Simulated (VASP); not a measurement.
Crystal: Pt.

```xyz
2
Lattice="-2.4393 2.4393 1.3319 2.4393 -2.4393 1.3319 2.4393 2.4393 -1.3319" Properties=species:S:1:pos:R:3 pbc="T T T"
Pt    0.0000    0.0000    0.0000
Pt    0.0000    2.4393    0.6659
```

* Program: VASP 6.6.1
* Task: relaxation of cell and atoms
* Functional: PBEsol
* Potentials or basis: VASP PAW PBE potentials, release 64 (Pt)
* Cutoff: 500 eV
* k mesh: 13 × 13 × 9
* Occupations: fermi-dirac, width 0.1 eV
* Spin: no spin polarisation

At the start: pressure 10.0 GPa; volume 15.85 Å³/atom.

Question: How do energy, volume and symmetry change on relaxing?

Answer: Over 6 steps the energy falls by 21.0 meV/atom and the volume is 16.45 Å³/atom (+3.8 %); space group I4_1/amd (No. 141, to 0.1 Å) before and after.

Step by step:
```csv
step,energy change (eV),largest force (eV/Å),pressure (GPa),volume (Å³)
1,0.0000,0.0006,10.01,31.70
2,0.1916,0.0026,-18.54,36.45
3,-0.0408,0.0011,-0.75,33.01
4,-0.0408,0.0011,-0.37,32.96
5,-0.0417,0.0028,0.22,32.87
6,-0.0421,0.0023,0.00,32.90
```

Final structure:
```cif
data_structure
_symmetry_space_group_name_H-M 'P 1'
_symmetry_Int_Tables_number 1
_cell_length_a 3.7556
_cell_length_b 3.7556
_cell_length_c 3.7556
_cell_angle_alpha 97.251
_cell_angle_beta 97.251
_cell_angle_gamma 138.362
_cell_volume 32.90
loop_
_atom_site_label
_atom_site_type_symbol
_atom_site_fract_x
_atom_site_fract_y
_atom_site_fract_z
_atom_site_occupancy
Pt1 Pt 0.00000 0.00000 0.00000 1
Pt2 Pt 0.75000 0.25000 0.50000 1
```

Caveat: the PAW data sets were made with another functional, which shifts forces and pressure a little.
